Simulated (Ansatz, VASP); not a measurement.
**Si in VASP and in Ansatz**

```
CELL_PARAMETERS angstrom
4.55214 -2.43471 0.00000
4.55214 2.43471 0.00000
0.00000 0.00000 5.32765
ATOMIC_POSITIONS crystal
Si 0.50000 0.50000 0.77051
Si 0.50000 0.50000 0.22949
Si 0.00000 0.00000 0.27051
Si 0.00000 0.00000 0.72949
Si 0.72622 0.72622 0.50000
Si 0.22622 0.22622 0.00000
Si 0.27378 0.27378 0.50000
Si 0.77378 0.77378 0.00000
```

Alike in both runs: functional LDA; k mesh 8 × 8 × 8; occupations gaussian, width 0.1 eV; no spin polarisation.

Ansatz relaxed the structure, and its values are those at the end. VASP's run is a single point on that final structure, the one shown.

|  | VASP | Ansatz |
| --- | --- | --- |
| version | VASP 6.6.1 | Ansatz 0.2.0 |
| potentials or method | VASP PAW LDA potentials, release 64 (Si), cutoff 520 eV | scalar-relativistic, plane waves, PAW |
| valence electrons in the cell | 32 | 32 |

```tsv
	VASP	Ansatz	Ansatz less VASP
gap on the k mesh at the Fermi level (eV)	none	none	-
pressure (GPa)	0.1	0.0	-0.08
```

LDA's correlation is that of Perdew and Zunger in VASP and of Perdew and Wang (1992) in Ansatz. A gap of «none» marks a metal or a gap that the smearing closes.
